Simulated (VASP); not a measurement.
Write the native input for VASP 6.6.1 that does the following.

* Task: electric field gradients
* Functional: LDA
* Potentials or basis: VASP PAW LDA potentials, release 64 (Nb_sv, Ru_pv)
* Cutoff: 520 eV
* k mesh: 9 × 9 × 9
* Occupations: fermi-dirac, width 0.05 eV
* Spin: no spin polarisation
* Dipole correction: no
* Further INCAR settings: ALGO = Normal; EDIFF = 1e-08; NBANDS = 36

The structure of NbRu3 lies in POSCAR:

```
NbRu3
1.0
    3.8800000000      0.0000000000      0.0000000000
    0.0000000000      3.8800000000      0.0000000000
    0.0000000000      0.0000000000      3.9576000000
Nb Ru
1 3
Direct
    0.0000000000      0.0000000000      0.0000000000
    0.0000000000      0.5000000000      0.5000000000
    0.5000000000      0.0000000000      0.5000000000
    0.5000000000      0.5000000000      0.0000000000
```

This cell differs from its parent crystal: zz strain of +2 %.

The input as run:

INCAR

```
ALGO     = Normal         # electronic algorithm
EDIFF    = 1E-8           # SCF threshold, eV
ENCUT    = 520            # plane-wave cutoff, eV
ISIF     = 2              # what is computed and relaxed
ISMEAR   = -1             # smearing method
LASPH    = T              # aspherical terms in the spheres
LCHARG   = F              # write CHGCAR
LEFG     = T            
LREAL    = F              # projectors in reciprocal space
LWAVE    = F              # write WAVECAR
NBANDS   = 36             # bands
NELM     = 60             # most SCF steps
PREC     = Accurate       # precision mode
SIGMA    = 0.05           # smearing width, eV
```

KPOINTS

```
k-points
0
Gamma
  9 9 9
```

Potentials or basis: VASP PAW LDA potentials, release 64 (Nb_sv, Ru_pv).

Launch:

```sh
$ cat potpaw_LDA.64/Nb_sv/POTCAR potpaw_LDA.64/Ru_pv/POTCAR > POTCAR
$ mpirun -np 1 vasp_std > vasp.out
```

It gave:

| Item | Value |
| --- | --- |
| Pressure | -15.8 GPa |
| Band gap on the k mesh | zero (an odd number of electrons rules out a gap without spin polarisation) |
| Largest electric field gradient by atom | Nb -1.2; Ru +7.1, -17.5 (each value once) V/Å² |

Caveat: the cell differs from its parent crystal (zz strain of +2 %); the cell stands under tension; without QUAD_EFG the Cq values of the log hold for a quadrupole moment of 1 mb, not for the nuclei.

Run time: 2.1 min on 1 thread of AMD EPYC 7R13 Processor (Zen 3), with other jobs on the host, peak memory 0.21 GiB.
